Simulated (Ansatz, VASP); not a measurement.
# One calculation of SiNi, two programs

The input INCAR:

```
SYSTEM = SiNi
PREC     = Accurate       ! precision mode
ENCUT    = 600            ! plane-wave cutoff, eV
EDIFF    = 1E-7           ! SCF threshold, eV
ISMEAR   = 0              ! smearing method
SIGMA    = 0.1            ! smearing width, eV
LREAL    = .FALSE.        ! projectors in reciprocal space
LASPH    = .TRUE.         ! aspherical terms in the spheres
NELM     = 100            ! most SCF steps
ALGO     = Normal         ! electronic algorithm
ISIF     = 3              ! what is computed and relaxed
LWAVE    = .FALSE.        ! write WAVECAR
LCHARG   = .FALSE.        ! write CHGCAR
GGA      = PE             ! functional
IBRION   = 2              ! ionic algorithm
NSW      = 100            ! ionic steps
EDIFFG   = -0.01          ! ionic threshold
```

KPOINTS

```
regular mesh
0
G
  18 18 18
  0 0 0
```

Contents of POSCAR:

```
SiNi
1.0
   -1.8156798522     -1.8156798522     -3.6313597043
   -1.8156798522     -3.6313597043     -1.8156798522
   -3.6313597043     -1.8156798522     -1.8156798522
Ni Si
1 1
Direct
    0.0000000000      0.0000000000      0.0000000000
    0.5000000000      0.5000000000      0.5000000000
```

Input for Ansatz:

```yaml
crystal:
  lattice:
    - [1.8156798522, 1.8156798522, 3.6313597043]
    - [1.8156798522, 3.6313597043, 1.8156798522]
    - [3.6313597043, 1.8156798522, 1.8156798522]
  atoms:
    - { symbol: Ni, position: [0.0, 0.0, 0.0] }
    - { symbol: Si, position: [0.5, 0.5, 0.5] }
basis:
  ecutwfc: 420
kpoints:
  mp_grid: { grid: [18, 18, 18] }
hamiltonian:
  xc: pbe
scf:
  occupations: { method: gaussian, width: 0.1 }
output:
  forces: true
  stress: true
  eigenvalues: true
  write_density: true
  write_potential: true
  elf: true
  volumetric_format: npy
relax:
  adjacent_minimum: "off"
  f_tol: 0.01
  max_steps: 80
  cell: { stress_tol: 0.05 }
```

Alike in both runs: task relaxation of cell and atoms; functional PBE; k mesh 18 × 18 × 18; occupations gaussian, width 0.1 eV; no spin polarisation.

|  | VASP | Ansatz |
| --- | --- | --- |
| version | VASP 6.6.1 | Ansatz 0.2.0 |
| potentials or method | VASP PAW PBE potentials, release 64 (Ni, Si), cutoff 600 eV | scalar-relativistic, plane waves, PAW |
| valence electrons in the cell | 14 | 22 |

```csv
,VASP,Ansatz,Ansatz less VASP
"gap on the k mesh at the Fermi level, each at its own relaxed structure (eV)",none,none,-
relaxed volume (Å³/atom),11.56,11.55,-0.008
relaxed cell length with the largest relative difference (Å),4.033,4.028,-0.0055
```

A gap of «none» marks a metal or a gap that the smearing closes. VASP's potentials hold 14 valence electrons a cell and Ansatz's 22, so a difference there can come from the potentials and not from the codes.
